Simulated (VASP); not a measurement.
# Rh (P6_3/mmc) in VASP: further runs

Runs on Rh. Level: r2SCAN. Tasks: single point.

Everything below comes from runs of VASP 6.6.1. Logs are shortened: lines on timing, memory, paths and dates and some standing lists are left out, and cuts for length are marked.

## Step 1: The cell of the first run

Symmetry: P6_3/mmc, No. 194, hexagonal system. The conventional cell has a = 2.669 Å, b = 2.669 Å, c = 8.724 Å, α = 90.00°, β = 90.00°, γ = 120.00°. Within 3.5 Å of Rh (site symmetry -3m) lie 12 Rh at 2.67 Å. Within 3.5 Å of Rh (site symmetry -6m2) lie 12 Rh at 2.67 Å.

This isn't the form of Rh at room conditions, which is fcc.

## Step 2: Single point, r2SCAN

POSCAR

```
Rh
1.0
    2.6691192667      0.0000000000      0.0000000000
   -1.3345596333      2.3115298301      0.0000000000
    0.0000000000      0.0000000000      8.7241331430
Rh
4
Direct
    0.0000000000      0.0000000000      0.0000000000
    0.3333333333      0.6666666667      0.2500000000
    0.0000000000      0.0000000000      0.5000000000
    0.6666666667      0.3333333333      0.7500000000
```

INCAR.step1

```
ALGO = Normal
EDIFF = 1E-4
ENCUT = 520
GGA = PE
ISMEAR = 1
LASPH = True
LCHARG = False
LREAL = False
LWAVE = True
NBANDS = 38
NELM = 80
PREC = Accurate
SIGMA = 0.1
```

INCAR.step2

```
ALGO = Normal
EDIFF = 1E-6
ENCUT = 520
ISIF = 2
ISMEAR = 1
ISTART = 1
LASPH = True
LCHARG = False
LMIXTAU = True
LREAL = False
LWAVE = False
METAGGA = R2SCAN
NBANDS = 38
NELM = 80
PREC = Accurate
SIGMA = 0.1
```

KPOINTS

```
k-points
0
Gamma
  10 10 3
```

Potentials or basis: VASP PAW PBE potentials, release 64 (Rh_pv).

Run with:

```console
$ cat potpaw_PBE.64/Rh_pv/POTCAR > POTCAR
$ cp INCAR.step1 INCAR
$ mpirun -np 1 vasp_std > vasp.out
$ cp INCAR.step2 INCAR
$ mpirun -np 1 vasp_std > vasp.out
```

OUTCAR:

```text
EDIFF = 1E-6
   ENCUT = 520
   ISIF = 2
   ISMEAR = 1
   ISTART = 1
   LASPH = True
   LREAL = False
   METAGGA = R2SCAN
   NELM = 80
   PREC = Accurate

 ion  position               nearest neighbor table
   1  0.000  0.000  0.000-   2 2.67   4 2.67   4 2.67   2 2.67   4 2.67   2 2.67
   2  0.333  0.667  0.250-   1 2.67   3 2.67   1 2.67   3 2.67   1 2.67   3 2.67
   3  0.000  0.000  0.500-   2 2.67   4 2.67   4 2.67   2 2.67   4 2.67   2 2.67
   4  0.667  0.333  0.750-   1 2.67   3 2.67   1 2.67   3 2.67   1 2.67   3 2.67

  LATTYP: Found a hexagonal cell.
 ALAT       =     2.6691192667
 C/A-ratio  =     3.2685437672

  Lattice vectors:

 A1 = (   2.6691192667,   0.0000000000,   0.0000000000)
 A2 = (  -1.3345596333,   2.3115298301,   0.0000000000)
 A3 = (   0.0000000000,   0.0000000000,   8.7241331430)

Analysis of symmetry for initial positions (statically):
=====================================================================
 Subroutine PRICEL returns:
 Original cell was already a primitive cell.

 Routine SETGRP: Setting up the symmetry group for a
 hexagonal supercell.

 Subroutine GETGRP returns: Found 24 space group operations
 (whereof 12 operations were pure point group operations)
 out of a pool of 24 trial point group operations.

The static configuration has the point symmetry D_3d.
 The point group associated with its full space group is D_6h.

Analysis of symmetry for dynamics (positions and initial velocities):
=====================================================================
 Subroutine PRICEL returns:
 Original cell was already a primitive cell.

 Routine SETGRP: Setting up the symmetry group for a
 hexagonal supercell.

 Subroutine GETGRP returns: Found 24 space group operations
 (whereof 12 operations were pure point group operations)
 out of a pool of 24 trial point group operations.

The dynamic configuration has the point symmetry D_3d.
 The point group associated with its full space group is D_6h.

 Subroutine INISYM returns: Found 24 space group operations
 (whereof 12 operations are pure point group operations),
 and found     1 'primitive' translations

----------------------------------------------------------------------------------------

                                     Primitive cell

  volume of cell :      53.8257

  direct lattice vectors                    reciprocal lattice vectors
     2.669119267  0.000000000  0.000000000     0.374655420  0.216306964  0.000000000
    -1.334559633  2.311529830  0.000000000     0.000000000  0.432613928  0.000000000
     0.000000000  0.000000000  8.724133143     0.000000000  0.000000000  0.114624569

  length of vectors
     2.669119267  2.669123371  8.724133143     0.432614593  0.432613928  0.114624569

  position of ions in fractional coordinates (direct lattice)
     0.000000000  0.000000000  0.000000000
     0.333333333  0.666666667  0.250000000
     0.000000000  0.000000000  0.500000000
     0.666666667  0.333333333  0.750000000

  ion indices of the primitive-cell ions
   primitive index   ion index
                 1           1
                 2           2
                 3           3
                 4           4

----------------------------------------------------------------------------------------

 KPOINTS: k-points

Automatic generation of k-mesh.
 Grid dimensions read from file:
 generate k-points for:   10   10    3

 Generating k-lattice:

  Cartesian coordinates                     Fractional coordinates (reciprocal lattice)
     0.037465542  0.021630696  0.000000000     0.100000000  0.000000000  0.000000000
     0.000000000  0.043261393  0.000000000     0.000000000  0.100000000  0.000000000
     0.000000000  0.000000000  0.038208190     0.000000000  0.000000000  0.333333333

  Length of vectors
     0.043261459  0.043261393  0.038208190

  Shift w.r.t. Gamma in fractional coordinates (k-lattice)
     0.000000000  0.000000000  0.000000000

 Subroutine IBZKPT returns following result:
 ===========================================

 Found     28 irreducible k-points:

 Following reciprocal coordinates:
            Coordinates               Weight
  0.000000  0.000000  0.000000      1.000000
  0.100000  0.000000  0.000000      6.000000
  0.200000  0.000000  0.000000      6.000000
  0.300000  0.000000  0.000000      6.000000
  0.400000  0.000000  0.000000      6.000000
  0.500000 -0.000000  0.000000      3.000000
[... 16 lines left out ...]
  0.300000  0.100000  0.333333     24.000000
  0.400000  0.100000  0.333333     24.000000
 [... further k-points ...]
   k-points           NKPTS =     28   k-points in BZ     NKDIM =     28   number of bands    NBANDS=     38
   number of dos      NEDOS =    301   number of ions     NIONS =      4
   total plane-waves  NPLWV =  28000
   dimension x,y,z NGX =    20 NGY =   20 NGZ =   70
   dimension x,y,z NGXF=    40 NGYF=   40 NGZF=  140
   ions per type =               4
   NGX,Y,Z   is equivalent  to a cutoff of  12.46, 12.46, 13.34 a.u.
   NGXF,Y,Z  is equivalent  to a cutoff of  24.91, 24.91, 26.68 a.u.
 SYSTEM =  unknown system
   PREC   = accura    normal or accurate (medium, high low for compatibility)
   ISTART =      1    job   : 0-new  1-cont  2-samecut
   ICHARG =      0    charge: 1-file 2-atom 10-const
   ISPIN  =      1    spin polarized calculation?
   LNONCOLLINEAR =      F non collinear calculations
   LSORBIT =      F    spin-orbit coupling
   LASPH  =      T    aspherical Exc in radial PAW
   ENCUT  =  520.0 eV  38.22 Ry    6.18 a.u.   4.96  4.96 16.22*2*pi/ulx,y,z
   NELM   =     80;   NELMIN=  2; NELMDL=  0     # of ELM steps
   EDIFF  = 0.1E-05   stopping-criterion for ELM
   LREAL  =      F    real-space projection
[... 7 lines left out ...]
   TEBEG  =    0.0;   TEEND  =   0.0 temperature during run
   PSTRESS=    0.0 pullay stress
   NELECT =      60.0000    total number of electrons
   NUPDOWN=      -1.0000    fix difference up-down
   EMIN   =  10.00;   EMAX   =-10.00  energy-range for DOS
   EFERMI =   0.00;   METHOD = LEGACY
   ISMEAR =     1;   SIGMA  =   0.10  broadening in eV -4-tet -1-fermi 0-gaus
   EFERMI_NEDOS =   21; number of points for ismear=-14 and -15
   IALGO  =     38    algorithm
   IMIX   =      4    mixing-type and parameters
     AMIX     =   0.40;   BMIX     =  1.00
     AMIX_MAG =   1.60;   BMIX_MAG =  1.00
  volume/ion in A,a.u.               =      13.46        90.81
  Fermi-wavevector in a.u.,A,eV,Ry     =   1.697443  3.207703 39.202662  2.881314
  Thomas-Fermi vector in A             =   2.778124
   LORBIT       =      0    0 simple, 1 ext, 2 COOP (PROOUT), +10 PAW based schemes
   METAGGA = R2SCAN    functional components
   LHFCALC =     F    Hartree Fock is set to
   AEXX    =    0.0000 exact exchange contribution
   IVDW    =     0    specifies the selected vdW correction
   LEPSILON=     F    determine dielectric tensor
   LRPA    =     F    only Hartree local field effects (RPA)
 non-spin polarized calculation
 Methfessel and Paxton  Order N= 1 SIGMA  =   0.10
  energy-cutoff  :      520.00
  volume of cell :       53.83
 maximum number of plane-waves:      1483
 NGX is ok and might be reduce to    20
   NGX =  9   NGY =  9   NGZ = 33

 number of electron      60.0000005 magnetization

 Free energy of the ion-electron system (eV)
  ---------------------------------------------------
  ext. energy  EPLUGINS =         0.00000000
  ---------------------------------------------------
  free energy    TOTEN  =       -96.45744913 eV

  energy without entropy =      -96.45551584  energy(sigma->0) =      -96.45680470

 E-fermi :  12.1762     XC(G=0): -15.3695

 val. band max:       12.1711541665   @ k =   0.4000   0.0000   0.3333
 cond. band min:      12.2062383523   @ k =   0.2000   0.1000   0.3333
 fundamental gap:      0.0350841858
 Fermi energy:        12.1761531594

 k-point     1 :       0.0000    0.0000    0.0000
  band No.  band energies     occupation
      1     -36.5286      2.00000
      2     -36.1245      2.00000
      3     -36.1038      2.00000
      4     -35.8159      2.00000
      5     -35.8159      2.00000
      6     -35.7739      2.00000
[... 30 lines left out ...]
     37      21.4042      0.00000
     38      27.3664      0.00000

 k-point     2 :       0.1000    0.0000    0.0000
  band No.  band energies     occupation
      1     -36.5020      2.00000
      2     -36.1318      2.00000
      3     -36.1146      2.00000
      4     -35.8773      2.00000
      5     -35.8354      2.00000
      6     -35.8191      2.00000
[... 30 lines left out ...]
     37      21.3428      0.00000
     38      27.7778      0.00000

 k-point     3 :       0.2000    0.0000    0.0000
  band No.  band energies     occupation
      1     -36.4289      2.00000
      2     -36.1818      2.00000
      3     -36.1776      2.00000
      4     -36.0306      2.00000
      5     -35.9455      2.00000
      6     -35.8850      2.00000
[... 30 lines left out ...]
     37      21.2228      0.00000
     38      28.0670      0.00000

 k-point     4 :       0.3000    0.0000    0.0000
  band No.  band energies     occupation
      1     -36.3551      2.00000
      2     -36.3359      2.00000
      3     -36.2654      2.00000
      4     -36.2143      2.00000
      5     -36.1437      2.00000
      6     -35.9441      2.00000
[... 30 lines left out ...]
     37      21.1964      0.00000
     38      24.8623      0.00000
[... 703 lines left out ...]
      4     -36.1198      2.00000
      5     -36.0778      2.00000
      6     -36.0060      2.00000
[... 30 lines left out ...]
     37      23.3660      0.00000
     38      26.3299      0.00000

 k-point    23 :       0.3000    0.1000    0.3333
  band No.  band energies     occupation
      1     -36.4035      2.00000
      2     -36.3564      2.00000
      3     -36.3430      2.00000
      4     -36.2817      2.00000
      5     -36.1337      2.00000
      6     -36.0344      2.00000
[... 30 lines left out ...]
     37      23.4841      0.00000
     38      23.7504      0.00000

 k-point    24 :       0.4000    0.1000    0.3333
  band No.  band energies     occupation
      1     -36.4866      2.00000
      2     -36.4515      2.00000
      3     -36.4135      2.00000
      4     -36.3724      2.00000
      5     -36.0810      2.00000
      6     -36.0463      2.00000
[... 30 lines left out ...]
     37      22.0528      0.00000
     38      22.1024      0.00000

 [... further k-points ...]

------------------------ aborting loop because EDIFF is reached ----------------------------------------

  FORCE on cell =-STRESS in cart. coord.  units (eV):
  Direction    XX          YY          ZZ          XY          YZ          ZX
  --------------------------------------------------------------------------------------
  -------------------------------------------------------------------------------------
  Total        2.4073565      2.4073663      2.6974807      0.0000000      0.0000000      0.0000000
  in kB       71.6574286     71.6577224     80.2932727      0.0000000      0.0000000      0.0000000
  external PRESSURE =      74.5361412 kB  Pullay stress =       0.0000000 kB

 VOLUME and BASIS-vectors are now :
 -----------------------------------------------------------------------------
  energy-cutoff  :      520.00
  volume of cell :       53.83
      direct lattice vectors                 reciprocal lattice vectors
     2.669119267  0.000000000  0.000000000     0.374655420  0.216306964  0.000000000
    -1.334559633  2.311529830  0.000000000     0.000000000  0.432613928  0.000000000
     0.000000000  0.000000000  8.724133143     0.000000000  0.000000000  0.114624569

 POSITION                                       TOTAL-FORCE (eV/Angst)
 -----------------------------------------------------------------------------------
      0.00000      0.00000      0.00000        -0.000000     -0.000000      0.000000
     -0.00000      1.54102      2.18103        -0.000000      0.000000     -0.000000
      0.00000      0.00000      4.36207        -0.000000     -0.000000      0.000000
      1.33456      0.77051      6.54310         0.000000      0.000000     -0.000000
 -----------------------------------------------------------------------------------
    total drift:                                0.000000     -0.000000      0.000000

  FREE ENERGIE OF THE ION-ELECTRON SYSTEM (eV)
  ---------------------------------------------------
  free  energy   TOTEN  =       -96.4574491329 eV

  energy  without entropy=      -96.4555158416  energy(sigma->0) =      -96.45680470
```

Wall time 1.8 min (1 thread of Intel Xeon 6975P-C (Granite Rapids), shared host); peak memory 0.19 GiB.

Results:

- Free energy: -96.4574 eV
- Pressure: 7.5 GPa
- Band gap on the k mesh: zero (bands 30 and 31 overlap by 2.01 eV)

Levels at points of the mesh, in eV from the Fermi level:
```tsv
k point	band 27	band 28	band 29	band 30	band 31	band 32
(0.00, 0.00, 0.00)	-2.84	-1.60	-1.60	-0.96	-0.96	-0.41
(0.50, 0.00, 0.00)	0.57	0.62	0.68	0.87	0.89	0.93
```

Caveat: the cell stands under pressure; the PAW data sets were made with another functional, which shifts forces and pressure a little.

## Step 3: Single point, r2SCAN

This run uses another cell than the first one, of 13.80 Å³/atom.

POSCAR

```
Rh
1.0
    2.6917400000      0.0000000000      0.0000000000
   -1.3458700000      2.3311200000      0.0000000000
    0.0000000000      0.0000000000      8.7980700000
Rh
4
Direct
    0.0000000000      0.0000000000      0.0000000000
    0.3333333333      0.6666666667      0.2500000000
    0.0000000000      0.0000000000      0.5000000000
    0.6666666667      0.3333333333      0.7500000000
```

INCAR.step1: that of step 2 with these lines changed.

```diff
@@ -10,3 +10,3 @@
 NBANDS = 38
-NELM = 80
+NELM = 100
 PREC = Accurate
```

INCAR.step2: that of step 2 with these lines changed.

```diff
@@ -1,3 +1,3 @@
 ALGO = Normal
-EDIFF = 1E-6
+EDIFF = 1E-7
 ENCUT = 520
@@ -13,3 +13,3 @@
 NBANDS = 38
-NELM = 80
+NELM = 100
 PREC = Accurate
```

KPOINTS is that of step 2.

Potentials or basis: VASP PAW PBE potentials, release 64 (Rh_pv).

Run with:

```console
$ cat potpaw_PBE.64/Rh_pv/POTCAR > POTCAR
$ cp INCAR.step1 INCAR
$ mpirun -np 1 vasp_std > vasp.out
$ cp INCAR.step2 INCAR
$ mpirun -np 1 vasp_std > vasp.out
```

Wall time 2.6 min (1 thread of Intel Xeon 6975P-C (Granite Rapids), shared host); peak memory 0.19 GiB.

Results (log left out):

| Property | Result |
| --- | --- |
| Free energy | -96.4878 eV |
| Pressure | -0.3 GPa |
| Band gap on the k mesh | zero (bands 30 and 31 overlap by 1.93 eV) |

Stress tensor (GPa, compression positive):
```
-0.55  0.00  0.00
 0.00 -0.55  0.00
 0.00  0.00  0.31
```

Levels at points of the mesh, in eV from the Fermi level:
```csv
k point,band 26,band 27,band 28,band 29,band 30,band 31,band 32,band 33
"(0.00, 0.00, 0.00)",-2.73,-2.73,-1.54,-1.54,-0.92,-0.92,-0.39,-0.39
"(0.50, 0.00, 0.00)",0.49,0.54,0.59,0.65,0.83,0.85,0.89,1.40
```

Caveat: the PAW data sets were made with another functional, which shifts forces and pressure a little.

[end of part 1 of 3]
